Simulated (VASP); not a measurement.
The system is Ta3N.

```xyz
4
Lattice="3.0917 0.0000 0.0000 -1.5458 2.6775 0.0000 0.0000 0.0000 7.6717" Properties=species:S:1:pos:R:3 pbc="T T T"
Ta    1.5458    0.8925    6.3374
Ta    0.0000    1.7850    1.3343
Ta    0.0000    0.0000    3.8359
N     0.0000    0.0000    0.0000
```

Program: VASP 6.6.1. Alike in all runs: task single point; no spin polarisation; cell as given; k mesh 10 × 10 × 4; cutoff (eV) 520; smearing fermi-dirac 0.05 eV.

Question: Order these runs on this cell by their pressure, lowest first.
A. level PBEsol; potentials or basis VASP PAW PBE potentials, release 64 (Ta_pv, N)
B. level LDA; potentials or basis VASP PAW LDA potentials, release 64 (Ta_pv, N)
C. level PBE; potentials or basis VASP PAW PBE potentials, release 64 (Ta_pv, N)
D. level r2SCAN; potentials or basis VASP PAW PBE potentials, release 64 (Ta_pv, N)

Answer: B (-23.8 GPa), A (-19.8 GPa), D (-16.0 GPa), C (-13.2 GPa).

Caveats: the PAW data sets were made with another functional, which shifts forces and pressure a little (some runs).
